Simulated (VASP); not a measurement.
Input of a VASP 6.6.1 run:

Contents of POSCAR:

```
ZnS
1.0
    3.8065185603      0.0000000000      0.0000000000
   -1.9032592801      3.2965417732      0.0000000000
    0.0000000000      0.0000000000      6.0574587974
Zn S
2 2
Direct
    0.3333333333      0.6666666667     -0.0026217694
    0.6666666667      0.3333333333      0.4973782306
    0.3333333333      0.6666666667      0.3776217694
    0.6666666667      0.3333333333      0.8776217694
```

The input INCAR.step1:

```
PREC     = Accurate       # precision mode
ENCUT    = 520            # plane-wave cutoff, eV
ISMEAR   = 0              # smearing method
SIGMA    = 0.02           # smearing width, eV
LREAL    = False          # projectors in reciprocal space
LASPH    = True           # aspherical terms in the spheres
NELM     = 60             # most SCF steps
NBANDS   = 26             # bands
GGA      = PE             # functional
ALGO     = Normal         # electronic algorithm
EDIFF    = 1E-4           # SCF threshold, eV
LWAVE    = True           # write WAVECAR
LCHARG   = False          # write CHGCAR
```

INCAR.step2

```
PREC     = Accurate       # precision mode
ENCUT    = 520            # plane-wave cutoff, eV
EDIFF    = 1E-6           # SCF threshold, eV
ISMEAR   = 0              # smearing method
SIGMA    = 0.02           # smearing width, eV
LREAL    = False          # projectors in reciprocal space
LASPH    = True           # aspherical terms in the spheres
NELM     = 60             # most SCF steps
ALGO     = Normal         # electronic algorithm
ISIF     = 2              # what is computed and relaxed
LWAVE    = False          # write WAVECAR
LCHARG   = False          # write CHGCAR
METAGGA  = R2SCAN         # meta-GGA
LMIXTAU  = True         
NBANDS   = 26             # bands
ISTART   = 1
```

The input KPOINTS:

```
regular mesh
0
Gamma
  6 6 4
```

Potentials or basis: VASP PAW PBE potentials, release 64 (Zn, S).

Command:

```sh
$ cat potpaw_PBE.64/Zn/POTCAR potpaw_PBE.64/S/POTCAR > POTCAR
$ cp INCAR.step1 INCAR
$ mpirun -np 1 vasp_std > vasp.out
$ cp INCAR.step2 INCAR
$ mpirun -np 1 vasp_std > vasp.out
```

What does it give for the largest force?

0.008 eV/Å.

Estimate the pressure.

2.7 GPa.

Forces in eV/Å, atoms in the order of the input:
```
Zn   0.000  0.000 -0.008
Zn   0.000  0.000 -0.008
S    0.000  0.000  0.008
S    0.000  0.000  0.008
```

Caveat: the cell differs from its parent crystal (strain along c alone, the other axes held: -3.0 %, then relaxed in part); the PAW data sets were made with another functional, which shifts forces and pressure a little.
